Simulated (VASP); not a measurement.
KF:

```
K F
1.0
     0.00000    2.88374    2.93540
     2.88374    0.00000    2.93540
     2.88374    2.88374    0.00000
K F
1 1
Direct
  0.00000 0.00000 0.00000
  0.25000 0.25000 0.25000
```

This cell differs from its parent crystal: biaxial xy strain -1.8%.

Base run:

| Item | Value |
| --- | --- |
| Program | VASP 6.6.1 |
| Functional | r2SCAN |
| Potentials or basis | VASP PAW PBE potentials, release 64 (K_sv, F) |
| Cutoff | 520 eV |
| k mesh | 8 × 8 × 8 |
| Occupations | gaussian, width 0.01 eV |
| Spin | no spin polarisation |

Its results: band gap on the k mesh 5.83 eV (least direct gap 6.06 eV); pressure 0.9 GPa.

Task: The run is repeated on the same cell with these changes: functional from r2SCAN to PBE; occupations from gaussian, width 0.01 eV to fermi-dirac, width 0.02 eV. What comes out?

Result: Band gap on the k mesh 5.25 eV (least direct gap 5.49 eV); pressure 1.9 GPa.

Caveats: the PAW data sets were made with another functional, which shifts forces and pressure a little (at least some runs).

A k mesh can miss the band edges.
